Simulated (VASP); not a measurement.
S, 18 atoms in the cell. The typed cell holds 18 atoms: a = 7.019 Å, b = 7.019 Å, c = 9.660 Å, α = 90.46°, β = 90.46°, γ = 104.15°.  This cell differs from its parent crystal: dynamics (npt langevin) at 1800 K, volume x 1.06, from the last frame before.

```yaml
Program: VASP 6.6.1
Task: single point
Functional: PBE
Dispersion: D3(BJ)
Potentials_or_basis: VASP PAW PBE potentials, release 64 (S)
Cutoff: 520 eV
k_mesh: 2 × 2 × 2, shifted
Occupations: fermi-dirac, width 0.1551 eV
Spin: no spin polarisation
Dipole_correction: no
Further_INCAR_settings: LREAL = Auto; ALGO = Normal; EDIFF = 1e-06; NBANDS = 69
```

Potentials or basis: VASP PAW PBE potentials, release 64 (S).

Run with:

```console
$ cat potpaw_PBE.64/S/POTCAR > POTCAR
$ mpirun -np 1 vasp_std > vasp.out
```

Hardware: 1 thread of Intel(R) Xeon(R) 6975P-C (Granite Rapids), with other jobs on the host.

Estimate the wall time of this run.

Wall time 110 s on 1 thread of Intel(R) Xeon(R) 6975P-C (Granite Rapids) (shared host), peak memory 0.46 GiB. Counts: scf iterations 16, k points 4.
